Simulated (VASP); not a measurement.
# Ca (Fm-3m) in VASP: notebook

Ca is run at these levels: LDA; tasks: single point.

Program: VASP 6.6.1. These are calculated values, not measurements. Logs are shortened: lines on timing, memory, paths and dates and some standing lists are left out, and cuts for length are marked.

## (1) The cell of the first run

Symmetry: Fm-3m, No. 225, cubic system. The conventional cell has a = 5.343 Å, b = 5.343 Å, c = 5.343 Å, α = 90.00°, β = 90.00°, γ = 90.00°. Within 5.0 Å of Ca (site symmetry m-3m) lie 12 Ca at 3.78 Å.

## (2) Single point, LDA

Contents of INCAR:

```
  PREC = Accurate
  ENCUT = 520
  EDIFF = 1E-6
  ISMEAR = 1
  SIGMA = 1.0
  LREAL = F
  LASPH = T
  NELM = 100
  ALGO = Normal
  ISIF = 2
  LWAVE = F
  LCHARG = F
  GGA = CA
  NBANDS = 11
```

Contents of KPOINTS:

```
regular mesh
0
Gamma
  10 10 10
```

Contents of POSCAR:

```
Ca
1.0
    0.0000000000      2.6714532750      2.6714532750
    2.6714532750      0.0000000000      2.6714532750
    2.6714532750      2.6714532750      0.0000000000
Ca
1
Direct
    0.0000000000      0.0000000000      0.0000000000
```

Potentials or basis: VASP PAW LDA potentials, release 64 (Ca_sv).

The run is started by

```sh
$ cat potpaw_LDA.64/Ca_sv/POTCAR > POTCAR
$ mpirun -np 1 vasp_std > vasp.out
```

OUTCAR:

```text
PREC = Accurate
   ENCUT = 520
   EDIFF = 1E-6
   ISMEAR = 1
   LREAL = F
   LASPH = T
   NELM = 100
   ISIF = 2
   GGA = CA

 ion  position               nearest neighbor table
   1  0.000  0.000  0.000-

  LATTYP: Found a face centered cubic cell.
 ALAT       =     5.3429065500

  Lattice vectors:

 A1 = (   0.0000000000,   2.6714532750,   2.6714532750)
 A2 = (   2.6714532750,   0.0000000000,   2.6714532750)
 A3 = (   2.6714532750,   2.6714532750,   0.0000000000)

Analysis of symmetry for initial positions (statically):
[... 33 lines left out ...]
                                     Primitive cell

  volume of cell :      38.1305

  direct lattice vectors                    reciprocal lattice vectors
     0.000000000  2.671453275  2.671453275    -0.187164045  0.187164045  0.187164045
     2.671453275  0.000000000  2.671453275     0.187164045 -0.187164045  0.187164045
     2.671453275  2.671453275  0.000000000     0.187164045  0.187164045 -0.187164045

  length of vectors
     3.778005453  3.778005453  3.778005453     0.324177635  0.324177635  0.324177635

  position of ions in fractional coordinates (direct lattice)
     0.000000000  0.000000000  0.000000000

  ion indices of the primitive-cell ions
   primitive index   ion index
                 1           1

----------------------------------------------------------------------------------------

 KPOINTS: regular mesh

Automatic generation of k-mesh.
 Grid dimensions read from file:
 generate k-points for:   10   10   10

 Generating k-lattice:

  Cartesian coordinates                     Fractional coordinates (reciprocal lattice)
    -0.018716404  0.018716404  0.018716404     0.100000000  0.000000000  0.000000000
     0.018716404 -0.018716404  0.018716404     0.000000000  0.100000000  0.000000000
     0.018716404  0.018716404 -0.018716404     0.000000000  0.000000000  0.100000000

  Length of vectors
     0.032417763  0.032417763  0.032417763

  Shift w.r.t. Gamma in fractional coordinates (k-lattice)
     0.000000000  0.000000000  0.000000000

 Subroutine IBZKPT returns following result:
 ===========================================

 Found     47 irreducible k-points:

 Following reciprocal coordinates:
            Coordinates               Weight
  0.000000  0.000000  0.000000      1.000000
  0.100000  0.000000  0.000000      8.000000
  0.200000  0.000000  0.000000      8.000000
  0.300000  0.000000  0.000000      8.000000
  0.400000  0.000000  0.000000      8.000000
  0.500000  0.000000  0.000000      4.000000
[... 16 lines left out ...]
  0.300000  0.300000  0.000000      6.000000
  0.400000  0.300000  0.000000     24.000000
 [... further k-points ...]
   k-points           NKPTS =     47   k-points in BZ     NKDIM =     47   number of bands    NBANDS=     11
   number of dos      NEDOS =    301   number of ions     NIONS =      1
   total plane-waves  NPLWV =  21952
   dimension x,y,z NGX =    28 NGY =   28 NGZ =   28
   dimension x,y,z NGXF=    56 NGYF=   56 NGZF=   56
   ions per type =               1
   NGX,Y,Z   is equivalent  to a cutoff of  12.32, 12.32, 12.32 a.u.
   NGXF,Y,Z  is equivalent  to a cutoff of  24.64, 24.64, 24.64 a.u.
 SYSTEM =  unknown system
   PREC   = accura    normal or accurate (medium, high low for compatibility)
   ISTART =      0    job   : 0-new  1-cont  2-samecut
   ICHARG =      2    charge: 1-file 2-atom 10-const
   ISPIN  =      1    spin polarized calculation?
   LNONCOLLINEAR =      F non collinear calculations
   LSORBIT =      F    spin-orbit coupling
   LASPH  =      T    aspherical Exc in radial PAW
   ENCUT  =  520.0 eV  38.22 Ry    6.18 a.u.   7.02  7.02  7.02*2*pi/ulx,y,z
   NELM   =    100;   NELMIN=  2; NELMDL= -5     # of ELM steps
   EDIFF  = 0.1E-05   stopping-criterion for ELM
   LREAL  =      F    real-space projection
   EDIFFG = 0.1E-04   stopping-criterion for IOM
   NSW    =      0    number of steps for IOM
   IBRION =     -1    ionic relax: 0-MD 1-quasi-New 2-CG
   NFREE  =      0    steps in history (QN), initial steepest desc. (CG)
   ISIF   =      2    stress and relaxation
   ISYM   =      2    0-nonsym 1-usesym 2-fastsym
   POTIM  = 0.5000    time-step for ionic-motion
   TEBEG  =    0.0;   TEEND  =   0.0 temperature during run
   PSTRESS=    0.0 pullay stress
   NELECT =      10.0000    total number of electrons
   NUPDOWN=      -1.0000    fix difference up-down
   EMIN   =  10.00;   EMAX   =-10.00  energy-range for DOS
   EFERMI =   0.00;   METHOD = LEGACY
   ISMEAR =     1;   SIGMA  =   1.00  broadening in eV -4-tet -1-fermi 0-gaus
   EFERMI_NEDOS =   21; number of points for ismear=-14 and -15
   IALGO  =     38    algorithm
   IMIX   =      4    mixing-type and parameters
     AMIX     =   0.40;   BMIX     =  1.00
     AMIX_MAG =   1.60;   BMIX_MAG =  1.00
  volume/ion in A,a.u.               =      38.13       257.32
  Fermi-wavevector in a.u.,A,eV,Ry     =   1.047894  1.980232 14.940303  1.098081
  Thomas-Fermi vector in A             =   2.182793
   LORBIT       =      0    0 simple, 1 ext, 2 COOP (PROOUT), +10 PAW based schemes
   GGA     = CA    functional components
   LHFCALC =     F    Hartree Fock is set to
   AEXX    =    0.0000 exact exchange contribution
   IVDW    =     0    specifies the selected vdW correction
   LEPSILON=     F    determine dielectric tensor
   LRPA    =     F    only Hartree local field effects (RPA)
 non-spin polarized calculation
 Methfessel and Paxton  Order N= 1 SIGMA  =   1.00
  energy-cutoff  :      520.00
  volume of cell :       38.13
 maximum number of plane-waves:      1037
   NGX = 13   NGY = 13   NGZ = 13

 number of electron      10.0000003 magnetization

 Free energy of the ion-electron system (eV)
  ---------------------------------------------------
  ext. energy  EPLUGINS =         0.00000000
  ---------------------------------------------------
  free energy    TOTEN  =        -2.19722922 eV

  energy without entropy =       -2.19515677  energy(sigma->0) =       -2.19653840

 E-fermi :   2.1710     XC(G=0):  -8.2987

 val. band max:        1.9835446779   @ k =  -0.4000   0.4000   0.0000
 cond. band min:       2.1741216617   @ k =  -0.4000   0.2000   0.1000
 fundamental gap:      0.1905769838
 Fermi energy:         2.1709863900

 k-point     1 :       0.0000    0.0000    0.0000
  band No.  band energies     occupation
      1     -39.1318      2.00000
      2     -20.3227      2.00000
      3     -20.3227      2.00000
      4     -20.3227      2.00000
      5      -2.0007      2.00000
      6       4.5446     -0.00400
      7       4.5446     -0.00400
      8       4.5446     -0.00400
      9       5.7481     -0.00001
     10       5.7481     -0.00001
     11      11.8446     -0.00000

 k-point     2 :       0.1000    0.0000    0.0000
  band No.  band energies     occupation
      1     -39.1296      2.00000
      2     -20.3432      2.00000
      3     -20.3255      2.00000
      4     -20.3255      2.00000
      5      -1.8137      2.00000
      6       4.3515     -0.00855
      7       4.6151     -0.00296
      8       4.6151     -0.00296
      9       5.6888     -0.00001
     10       5.6888     -0.00001
     11      12.0762     -0.00000

 k-point     3 :       0.2000    0.0000    0.0000
  band No.  band energies     occupation
      1     -39.1237      2.00000
      2     -20.3961      2.00000
      3     -20.3326      2.00000
      4     -20.3326      2.00000
      5      -1.2753      2.00001
      6       3.8797     -0.03634
      7       4.7157     -0.00189
      8       4.7157     -0.00189
      9       5.6629     -0.00001
     10       5.6629     -0.00001
     11      11.0624     -0.00000

 k-point     4 :       0.3000    0.0000    0.0000
  band No.  band energies     occupation
      1     -39.1165      2.00000
      2     -20.4606      2.00000
      3     -20.3413      2.00000
      4     -20.3413      2.00000
      5      -0.4571      2.00128
      6       3.2930     -0.06719
      7       4.6355     -0.00271
      8       4.6355     -0.00271
      9       5.9331     -0.00000
     10       5.9331     -0.00000
     11       9.5036     -0.00000

 k-point     5 :       0.4000    0.0000    0.0000
  band No.  band energies     occupation
      1     -39.1106      2.00000
      2     -20.5121      2.00000
      3     -20.3484      2.00000
      4     -20.3484      2.00000
      5       0.4935      2.03907
      6       2.6558      0.27668
      7       4.4866     -0.00507
      8       4.4866     -0.00507
      9       6.3352     -0.00000
     10       6.3352     -0.00000
     11       8.3347     -0.00000
[... 211 lines left out ...]
 k-point    21 :      -0.3000    0.2000    0.0000
  band No.  band energies     occupation
      1     -39.1084      2.00000
      2     -20.4818      2.00000
      3     -20.4004      2.00000
      4     -20.3511      2.00000
      5       0.7159      2.05920
      6       2.9844      0.01318
      7       3.7664     -0.04656
      8       4.9157     -0.00072
      9       5.7727     -0.00000
     10       6.8293     -0.00000
     11       8.7624     -0.00000

 k-point    22 :      -0.2000    0.2000    0.0000
  band No.  band energies     occupation
      1     -39.1140      2.00000
      2     -20.4504      2.00000
      3     -20.3805      2.00000
      4     -20.3404      2.00000
      5      -0.1765      2.00445
      6       3.3775     -0.07081
      7       4.1315     -0.01813
      8       5.0641     -0.00034
      9       5.2940     -0.00009
     10       6.4698     -0.00000
     11       9.9782     -0.00000

 k-point    23 :       0.3000    0.3000    0.0000
  band No.  band energies     occupation
      1     -39.1114      2.00000
      2     -20.4541      2.00000
      3     -20.3722      2.00000
      4     -20.3722      2.00000
      5       0.0080      2.00912
      6       3.1620     -0.04833
      7       4.0793     -0.02126
      8       5.5212     -0.00002
      9       5.5212     -0.00002
     10       6.2361     -0.00000
     11      10.9438     -0.00000

 k-point    24 :       0.4000    0.3000    0.0000
  band No.  band energies     occupation
      1     -39.1068      2.00000
      2     -20.4817      2.00000
      3     -20.3872      2.00000
      4     -20.3807      2.00000
      5       0.6764      2.05578
      6       2.9291      0.04293
      7       3.7131     -0.05148
      8       5.6447     -0.00001
      9       5.9995     -0.00000
     10       6.4712     -0.00000
     11       9.4559     -0.00000

 [... further k-points ...]
[... 5 lines left out ...]
  --------------------------------------------------------------------------------------
  -------------------------------------------------------------------------------------
  Total       -0.0105865     -0.0105865     -0.0105865      0.0000000     -0.0000000      0.0000000
  in kB       -0.4448273     -0.4448273     -0.4448273      0.0000000     -0.0000000      0.0000000
  external PRESSURE =      -0.4448273 kB  Pullay stress =       0.0000000 kB

 VOLUME and BASIS-vectors are now :
 -----------------------------------------------------------------------------
  energy-cutoff  :      520.00
  volume of cell :       38.13
      direct lattice vectors                 reciprocal lattice vectors
     0.000000000  2.671453275  2.671453275    -0.187164045  0.187164045  0.187164045
     2.671453275  0.000000000  2.671453275     0.187164045 -0.187164045  0.187164045
     2.671453275  2.671453275  0.000000000     0.187164045  0.187164045 -0.187164045

 POSITION                                       TOTAL-FORCE (eV/Angst)
 -----------------------------------------------------------------------------------
      0.00000      0.00000      0.00000         0.000000      0.000000      0.000000
 -----------------------------------------------------------------------------------
    total drift:                               -0.000000     -0.000000     -0.000000

  FREE ENERGIE OF THE ION-ELECTRON SYSTEM (eV)
  ---------------------------------------------------
  free  energy   TOTEN  =        -2.1972292177 eV

  energy  without entropy=       -2.1951567732  energy(sigma->0) =       -2.19653840
```

Run time: 11 s. Hardware: 1 thread of Intel Xeon Platinum 8259CL at 2.50GHz (Skylake/Cascade Lake), shared host; peak memory 0.14 GiB.

What came out:

```yaml
Free_energy: -2.1972 eV
Pressure: 0.0 GPa
Band_gap_on_the_k_mesh: zero (band 5 reaches 2.26 eV, above the bottom of band 6 at 2.17 eV)
```

## (3) Single point, LDA

Contents of INCAR:

```
SYSTEM = Ca
PREC = Accurate
ENCUT = 520
EDIFF = 1E-6
ISMEAR = 1
SIGMA = 0.01
LREAL = .FALSE.
LASPH = .TRUE.
NELM = 60
ALGO = Normal
ISIF = 2
LWAVE = .FALSE.
LCHARG = .FALSE.
NBANDS = 11
```

Contents of KPOINTS:

```
Automatic mesh
0
G
  10 10 10
  0 0 0
```

POSCAR is that of step 2.

Potentials or basis: VASP PAW LDA potentials, release 64 (Ca_sv).

The run is started by

```sh
$ cat potpaw_LDA.64/Ca_sv/POTCAR > POTCAR
$ mpirun -np 1 vasp_std > vasp.out
```

Wall time 11 s (1 thread of Intel Xeon Platinum 8259CL at 2.50GHz (Skylake/Cascade Lake), shared host); peak memory 0.15 GiB.

It converged, with:

- Free energy: -2.2045 eV
- Pressure: -0.1 GPa
- Band gap on the k mesh: zero (band 5 reaches 2.26 eV, above the bottom of band 6 at 2.17 eV)

Levels at points of the mesh, in eV from the Fermi level:
```
           k point  band 2  band 3  band 4  band 5  band 6  band 7  band 8  band 9
(0.00, 0.00, 0.00)  -22.55  -22.55  -22.55   -4.22    2.32    2.32    2.32    3.52
(0.50, 0.00, 0.00)  -22.76  -22.58  -22.58   -1.11   -0.03    2.20    2.20    4.30
(0.50, 0.50, 0.00)  -22.75  -22.63  -22.63   -0.62    0.40    1.18    4.29    4.50
```

## (4) Single point, LDA

Contents of INCAR:

```
PREC     = Accurate       # precision mode
ENCUT    = 520            # plane-wave cutoff, eV
EDIFF    = 1E-6           # SCF threshold, eV
ISMEAR   = 1              # smearing method
SIGMA    = 0.03           # smearing width, eV
LREAL    = False          # projectors in reciprocal space
LASPH    = True           # aspherical terms in the spheres
NELM     = 80             # most SCF steps
ALGO     = Normal         # electronic algorithm
ISIF     = 2              # what is computed and relaxed
LWAVE    = False          # write WAVECAR
LCHARG   = False          # write CHGCAR
NBANDS   = 11             # bands
```

Contents of KPOINTS:

```
Automatic mesh
0
Gamma
  10 10 10
```

POSCAR is that of step 3.

The run is started by

```sh
$ cat potpaw_LDA.64/Ca_sv/POTCAR > POTCAR
$ mpirun -np 1 vasp_std > vasp.out
```

Run time: 10 s. Hardware: 1 thread of Intel Xeon Platinum 8259CL at 2.50GHz (Skylake/Cascade Lake), shared host; peak memory 0.15 GiB.

The run converged. Its results:

```yaml
Free_energy: -2.2044 eV
Pressure: -0.1 GPa
Band_gap_on_the_k_mesh: zero (band 5 reaches 2.26 eV, above the bottom of band 6 at 2.17 eV)
```

Levels at points of the mesh, in eV from the Fermi level:
| k point | band 2 | band 3 | band 4 | band 5 | band 6 | band 7 | band 8 | band 9 |
| --- | --- | --- | --- | --- | --- | --- | --- | --- |
| (0.00, 0.00, 0.00) | -22.56 | -22.56 | -22.56 | -4.22 | 2.31 | 2.31 | 2.31 | 3.51 |
| (0.50, 0.00, 0.00) | -22.77 | -22.59 | -22.59 | -1.11 | -0.03 | 2.19 | 2.19 | 4.29 |
| (0.50, 0.50, 0.00) | -22.76 | -22.63 | -22.63 | -0.62 | 0.40 | 1.18 | 4.29 | 4.50 |

## (5) Single point, LDA

Contents of INCAR:

```
SYSTEM = Ca
PREC = Accurate ; ENCUT = 520
EDIFF = 1E-6 ; ISMEAR = 1
SIGMA = 0.1 ; LREAL = .FALSE.
LASPH = .TRUE. ; NELM = 80
ALGO = Normal ; ISIF = 2
LWAVE = .FALSE. ; LCHARG = .FALSE.
NBANDS = 11
```

Contents of KPOINTS:

```
regular mesh
0
G
  10 10 10
  0 0 0
```

POSCAR is that of step 4.

The run is started by

```sh
$ cat potpaw_LDA.64/Ca_sv/POTCAR > POTCAR
$ mpirun -np 1 vasp_std > vasp.out
```

It took 11 s on 1 thread of Intel Xeon Platinum 8259CL at 2.50GHz (Skylake/Cascade Lake), shared host; peak memory 0.15 GiB.

Results (log left out):

```
Free energy            : -2.2047 eV
Pressure               : -0.1 GPa
Band gap on the k mesh : zero (band 5 reaches 2.26 eV, above the bottom of band 6 at 2.17 eV)
```

Levels at points of the mesh, in eV from the Fermi level:
```csv
k point,band 2,band 3,band 4,band 5,band 6,band 7,band 8,band 9
"(0.00, 0.00, 0.00)",-22.57,-22.57,-22.57,-4.23,2.30,2.30,2.30,3.50
"(0.50, 0.00, 0.00)",-22.78,-22.60,-22.60,-1.12,-0.04,2.18,2.18,4.28
"(0.50, 0.50, 0.00)",-22.77,-22.65,-22.65,-0.63,0.39,1.17,4.28,4.49
```

## (6) Single point, LDA

Contents of INCAR:

```
SYSTEM = Ca
PREC = Accurate
ENCUT = 520
EDIFF = 1E-6
ISMEAR = 1
SIGMA = 0.3
LREAL = .FALSE.
LASPH = .TRUE.
NELM = 100
ALGO = Normal
ISIF = 2
LWAVE = .FALSE.
LCHARG = .FALSE.
NBANDS = 11
```

KPOINTS is that of step 5.

POSCAR is that of step 5.

Potentials or basis: VASP PAW LDA potentials, release 64 (Ca_sv).

The run is started by

```sh
$ cat potpaw_LDA.64/Ca_sv/POTCAR > POTCAR
$ mpirun -np 1 vasp_std > vasp.out
```

Wall time 11 s (1 thread of Intel Xeon Platinum 8259CL at 2.50GHz (Skylake/Cascade Lake), shared host); peak memory 0.14 GiB.

It converged, with:

* Free energy: -2.2075 eV
* Pressure: 0.0 GPa
* Band gap on the k mesh: zero (band 5 reaches 2.26 eV, above the bottom of band 6 at 2.17 eV)

Levels at points of the mesh, in eV from the Fermi level:
```
           k point  band 3  band 4  band 5  band 6  band 7  band 8
(0.00, 0.00, 0.00)  -22.56  -22.56   -4.22    2.32    2.32    2.32
(0.50, 0.00, 0.00)  -22.59  -22.59   -1.11   -0.03    2.19    2.19
(0.50, 0.50, 0.00)  -22.63  -22.63   -0.62    0.40    1.18    4.29
```

## (7) The runs side by side

| smearing | gap on the mesh (eV) | pressure (GPa) |
| --- | --- | --- |
| methfessel-paxton 1 eV | none | 0.0 |
| methfessel-paxton 0.01 eV | none | -0.1 |
| methfessel-paxton 0.03 eV | none | -0.1 |
| methfessel-paxton 0.1 eV | none | -0.1 |
| methfessel-paxton 0.3 eV | none | 0.0 |

Alike in all rows: task single point; level LDA; potentials or basis VASP PAW LDA potentials, release 64 (Ca_sv); no spin polarisation; cell as given; k mesh 10 × 10 × 10; cutoff (eV) 520.

Every run on the cell as given and a fine mesh finds a metal.

Total energies depend on the potentials used, so only differences within one code and one set of settings carry meaning.
